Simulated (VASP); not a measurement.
# HfOs (Pm-3m) in VASP: further runs, part 2 of 2

VASP 6.6.1. The steps go on from the part before.

**4. Single point, LDA**

This run uses another cell than the first one, of 16.99 Å³/atom, 1.064 times its volume.

INCAR reads:

```
  PREC = Accurate
  ENCUT = 520
  EDIFF = 1E-6
  ISMEAR = 1
  SIGMA = 0.15
  LREAL = False
  LASPH = True
  NELM = 80
  ALGO = Normal
  ISIF = 2
  LWAVE = False
  LCHARG = False
  GGA = CA
  NBANDS = 16
```

KPOINTS reads:

```
Automatic mesh
0
Gamma
  9 9 9
```

POSCAR reads:

```
HfOs
1.0
    3.2390000000      0.0000000000      0.0000000000
    0.0000000000      3.2390000000      0.0000000000
    0.0000000000      0.0000000000      3.2390000000
Hf Os
1 1
Direct
    0.0000000000      0.0000000000      0.0000000000
    0.5000000000      0.5000000000      0.5000000000
```

Potentials or basis: VASP PAW LDA potentials, release 64 (Hf_pv, Os).

Launch:

```console
cat potpaw_LDA.64/Hf_pv/POTCAR potpaw_LDA.64/Os/POTCAR > POTCAR
mpirun -np 1 vasp_std > vasp.out
```

OUTCAR:

```text
PREC = Accurate
   ENCUT = 520
   EDIFF = 1E-6
   ISMEAR = 1
   LREAL = False
   LASPH = True
   NELM = 80
   ISIF = 2
   GGA = CA

 ion  position               nearest neighbor table
   1  0.000  0.000  0.000-   2 2.81   2 2.81   2 2.81   2 2.81   2 2.81   2 2.81   2 2.81   2 2.81

   2  0.500  0.500  0.500-   1 2.81   1 2.81   1 2.81   1 2.81   1 2.81   1 2.81   1 2.81   1 2.81

  LATTYP: Found a simple cubic cell.
 ALAT       =     3.2390000000

  Lattice vectors:

 A1 = (   3.2390000000,   0.0000000000,   0.0000000000)
 A2 = (   0.0000000000,   3.2390000000,   0.0000000000)
 A3 = (   0.0000000000,   0.0000000000,   3.2390000000)

Analysis of symmetry for initial positions (statically):
=====================================================================
 Subroutine PRICEL returns:
 Original cell was already a primitive cell.

 Routine SETGRP: Setting up the symmetry group for a
 simple cubic supercell.

 Subroutine GETGRP returns: Found 48 space group operations
 (whereof 48 operations were pure point group operations)
 out of a pool of 48 trial point group operations.

The static configuration has the point symmetry O_h .

Analysis of symmetry for dynamics (positions and initial velocities):
=====================================================================
 Subroutine PRICEL returns:
 Original cell was already a primitive cell.

 Routine SETGRP: Setting up the symmetry group for a
 simple cubic supercell.

 Subroutine GETGRP returns: Found 48 space group operations
 (whereof 48 operations were pure point group operations)
 out of a pool of 48 trial point group operations.

The dynamic configuration has the point symmetry O_h .

 Subroutine INISYM returns: Found 48 space group operations
 (whereof 48 operations are pure point group operations),
 and found     1 'primitive' translations

----------------------------------------------------------------------------------------

                                     Primitive cell

  volume of cell :      33.9807

  direct lattice vectors                    reciprocal lattice vectors
     3.239000000  0.000000000  0.000000000     0.308737265  0.000000000  0.000000000
     0.000000000  3.239000000  0.000000000     0.000000000  0.308737265  0.000000000
     0.000000000  0.000000000  3.239000000     0.000000000  0.000000000  0.308737265

  length of vectors
     3.239000000  3.239000000  3.239000000     0.308737265  0.308737265  0.308737265

  position of ions in fractional coordinates (direct lattice)
     0.000000000  0.000000000  0.000000000
     0.500000000  0.500000000  0.500000000

  ion indices of the primitive-cell ions
   primitive index   ion index
                 1           1
                 2           2

----------------------------------------------------------------------------------------

 KPOINTS: Automatic mesh

Automatic generation of k-mesh.
 Grid dimensions read from file:
 generate k-points for:    9    9    9

 Generating k-lattice:

  Cartesian coordinates                     Fractional coordinates (reciprocal lattice)
     0.034304141  0.000000000  0.000000000     0.111111111  0.000000000  0.000000000
     0.000000000  0.034304141  0.000000000     0.000000000  0.111111111  0.000000000
     0.000000000  0.000000000  0.034304141     0.000000000  0.000000000  0.111111111

  Length of vectors
     0.034304141  0.034304141  0.034304141

  Shift w.r.t. Gamma in fractional coordinates (k-lattice)
     0.000000000  0.000000000  0.000000000

 Subroutine IBZKPT returns following result:
 ===========================================

 Found     35 irreducible k-points:

 Following reciprocal coordinates:
            Coordinates               Weight
  0.000000  0.000000  0.000000      1.000000
  0.111111  0.000000  0.000000      6.000000
  0.222222  0.000000  0.000000      6.000000
  0.333333  0.000000  0.000000      6.000000
  0.444444  0.000000  0.000000      6.000000
  0.111111  0.111111  0.000000     12.000000
[... 16 lines left out ...]
  0.333333  0.333333  0.111111     24.000000
  0.444444  0.333333  0.111111     48.000000
 [... further k-points ...]
   k-points           NKPTS =     35   k-points in BZ     NKDIM =     35   number of bands    NBANDS=     16
   number of dos      NEDOS =    301   number of ions     NIONS =      2
   total plane-waves  NPLWV =  13824
   dimension x,y,z NGX =    24 NGY =   24 NGZ =   24
   dimension x,y,z NGXF=    48 NGYF=   48 NGZF=   48
   ions per type =               1   1
   NGX,Y,Z   is equivalent  to a cutoff of  12.32, 12.32, 12.32 a.u.
   NGXF,Y,Z  is equivalent  to a cutoff of  24.64, 24.64, 24.64 a.u.
 SYSTEM =  unknown system
   PREC   = accura    normal or accurate (medium, high low for compatibility)
   ISTART =      0    job   : 0-new  1-cont  2-samecut
   ICHARG =      2    charge: 1-file 2-atom 10-const
   ISPIN  =      1    spin polarized calculation?
   LNONCOLLINEAR =      F non collinear calculations
   LSORBIT =      F    spin-orbit coupling
   LASPH  =      T    aspherical Exc in radial PAW
   ENCUT  =  520.0 eV  38.22 Ry    6.18 a.u.   6.02  6.02  6.02*2*pi/ulx,y,z
   NELM   =     80;   NELMIN=  2; NELMDL= -5     # of ELM steps
   EDIFF  = 0.1E-05   stopping-criterion for ELM
   LREAL  =      F    real-space projection
   EDIFFG = 0.1E-04   stopping-criterion for IOM
   NSW    =      0    number of steps for IOM
   IBRION =     -1    ionic relax: 0-MD 1-quasi-New 2-CG
   NFREE  =      0    steps in history (QN), initial steepest desc. (CG)
   ISIF   =      2    stress and relaxation
   ISYM   =      2    0-nonsym 1-usesym 2-fastsym
   POTIM  = 0.5000    time-step for ionic-motion
   TEBEG  =    0.0;   TEEND  =   0.0 temperature during run
   PSTRESS=    0.0 pullay stress
   NELECT =      18.0000    total number of electrons
   NUPDOWN=      -1.0000    fix difference up-down
   EMIN   =  10.00;   EMAX   =-10.00  energy-range for DOS
   EFERMI =   0.00;   METHOD = LEGACY
   ISMEAR =     1;   SIGMA  =   0.15  broadening in eV -4-tet -1-fermi 0-gaus
   EFERMI_NEDOS =   21; number of points for ismear=-14 and -15
   IALGO  =     38    algorithm
   IMIX   =      4    mixing-type and parameters
     AMIX     =   0.40;   BMIX     =  1.00
     AMIX_MAG =   1.60;   BMIX_MAG =  1.00
  volume/ion in A,a.u.               =      16.99       114.66
  Fermi-wavevector in a.u.,A,eV,Ry     =   1.324610  2.503150 23.872671  1.754592
  Thomas-Fermi vector in A             =   2.454132
   LORBIT       =      0    0 simple, 1 ext, 2 COOP (PROOUT), +10 PAW based schemes
   GGA     = CA    functional components
   LHFCALC =     F    Hartree Fock is set to
   AEXX    =    0.0000 exact exchange contribution
   IVDW    =     0    specifies the selected vdW correction
   LEPSILON=     F    determine dielectric tensor
   LRPA    =     F    only Hartree local field effects (RPA)
 non-spin polarized calculation
 Methfessel and Paxton  Order N= 1 SIGMA  =   0.15
  energy-cutoff  :      520.00
  volume of cell :       33.98
 maximum number of plane-waves:       931
   NGX = 13   NGY = 13   NGZ = 13

 number of electron      18.0000002 magnetization

 Free energy of the ion-electron system (eV)
  ---------------------------------------------------
  ext. energy  EPLUGINS =         0.00000000
  ---------------------------------------------------
  free energy    TOTEN  =       -24.73623988 eV

  energy without entropy =      -24.73479626  energy(sigma->0) =      -24.73575867

 E-fermi :   6.8669     XC(G=0): -12.9305

 val. band max:        6.8136033838   @ k =   0.4444   0.4444   0.1111
 cond. band min:       6.8671749550   @ k =   0.4444   0.1111   0.0000
 fundamental gap:      0.0535715712
 Fermi energy:         6.8669315999

 k-point     1 :       0.0000    0.0000    0.0000
  band No.  band energies     occupation
      1     -23.2228      2.00000
      2     -23.2228      2.00000
      3     -23.2228      2.00000
      4      -1.9307      2.00000
      5       1.6972      2.00000
      6       1.6972      2.00000
[... 8 lines left out ...]
     15      15.1659      0.00000
     16      15.1659      0.00000
[... 419 lines left out ...]
 k-point    24 :       0.4444    0.3333    0.1111
  band No.  band energies     occupation
      1     -23.5564      2.00000
      2     -23.4650      2.00000
      3     -23.2202      2.00000
      4       1.6443      2.00000
      5       2.0520      2.00000
      6       3.9008      2.00000
[... 8 lines left out ...]
     15      14.2185      0.00000
     16      17.5506      0.00000

 [... further k-points ...]
[... 5 lines left out ...]
  --------------------------------------------------------------------------------------
  -------------------------------------------------------------------------------------
  Total       -1.8061913     -1.8061913     -1.8061913     -0.0000000      0.0000000     -0.0000000
  in kB      -85.1611430    -85.1611430    -85.1611430     -0.0000000      0.0000000     -0.0000000
  external PRESSURE =     -85.1611430 kB  Pullay stress =       0.0000000 kB

 VOLUME and BASIS-vectors are now :
 -----------------------------------------------------------------------------
  energy-cutoff  :      520.00
  volume of cell :       33.98
      direct lattice vectors                 reciprocal lattice vectors
     3.239000000  0.000000000  0.000000000     0.308737265  0.000000000  0.000000000
     0.000000000  3.239000000  0.000000000     0.000000000  0.308737265  0.000000000
     0.000000000  0.000000000  3.239000000     0.000000000  0.000000000  0.308737265

 POSITION                                       TOTAL-FORCE (eV/Angst)
 -----------------------------------------------------------------------------------
      0.00000      0.00000      0.00000         0.000000      0.000000      0.000000
      1.61950      1.61950      1.61950         0.000000      0.000000      0.000000
 -----------------------------------------------------------------------------------
    total drift:                                0.000000      0.000000     -0.000000

  FREE ENERGIE OF THE ION-ELECTRON SYSTEM (eV)
  ---------------------------------------------------
  free  energy   TOTEN  =       -24.7362398759 eV

  energy  without entropy=      -24.7347962598  energy(sigma->0) =      -24.73575867
```

OSZICAR:

```text
N       E                     dE             d eps       ncg     rms          rms(c)
DAV:   1     0.657588433702E+02    0.65759E+02   -0.92256E+03  1120   0.107E+03
DAV:   2    -0.228246292130E+02   -0.88583E+02   -0.80813E+02  1368   0.285E+02
DAV:   3    -0.257592000075E+02   -0.29346E+01   -0.28847E+01  1408   0.381E+01
DAV:   4    -0.257870729533E+02   -0.27873E-01   -0.27868E-01  1328   0.423E+00
DAV:   5    -0.257874036056E+02   -0.33065E-03   -0.33064E-03  1448   0.400E-01    0.708E+01
DAV:   6    -0.250168639645E+02    0.77054E+00   -0.10517E+00  1400   0.714E+00    0.376E+01
DAV:   7    -0.248777845016E+02    0.13908E+00   -0.10451E+00  1408   0.673E+00    0.131E+01
DAV:   8    -0.247412922170E+02    0.13649E+00   -0.45448E-01  1424   0.495E+00    0.216E+00
DAV:   9    -0.247364008316E+02    0.48914E-02   -0.36419E-02  1344   0.147E+00    0.135E+00
DAV:  10    -0.247362442400E+02    0.15659E-03   -0.64504E-04  1488   0.185E-01    0.129E-01
DAV:  11    -0.247362420018E+02    0.22382E-05   -0.25246E-05  1376   0.465E-02    0.143E-01
DAV:  12    -0.247362399241E+02    0.20777E-05   -0.35211E-06  1512   0.134E-02    0.183E-02
DAV:  13    -0.247362398759E+02    0.48138E-07   -0.95683E-07   848   0.748E-03
   1 F= -.24736240E+02 E0= -.24735759E+02  d E =-.144362E-02
```

stdout:

```text
POSCAR found type information on POSCAR HfOs
 POSCAR found :  2 types and       2 ions
 scaLAPACK will be used
 LDA part: xc-table for (Slater(with rela. corr.)+CA(PZ))
 , standard interpolation
 POSCAR, INCAR and KPOINTS ok, starting setup
 FFT: planning ... GRIDC
 FFT: planning ... GRID_SOFT
 FFT: planning ... GRID
 WAVECAR not read
 entering main loop
```

Wall time 10 s (1 thread of Intel Xeon 6975P-C, shared host); peak memory 0.14 GiB.

What came out:

* Free energy: -24.7362 eV
* Pressure: -8.5 GPa
* Band gap on the k mesh: zero (band 9 reaches 7.03 eV, above the bottom of band 10 at 6.32 eV)

Levels at points of the mesh, in eV from the Fermi level:
```
           k point  band 5  band 6  band 7  band 8  band 9  band 10  band 11  band 12  band 13  band 14
(0.00, 0.00, 0.00)   -5.17   -5.17   -1.43   -1.43   -1.43     2.58     2.58     6.13     6.13     6.13
```

Caveat: spin-orbit coupling is left out, which moves the levels of the heavy elements.

**5. Overview**

| cell | gap on the mesh (eV) | pressure (GPa) |
| --- | --- | --- |
| a = 3.173 Å, 2 atoms | none | 6.7 |
| a = 3.206 Å, 2 atoms | none | -1.6 |
| a = 3.239 Å, 2 atoms | none | -8.5 |

Alike in all rows: task single point; level LDA; potentials or basis VASP PAW LDA potentials, release 64 (Hf_pv, Os); no spin polarisation; k mesh 9 × 9 × 9; cutoff (eV) 520; smearing methfessel-paxton 0.15 eV.

Caveats: spin-orbit coupling is left out, which moves the levels of the heavy elements.

Total energies depend on the potentials used, so only differences within one code and one set of settings carry meaning.
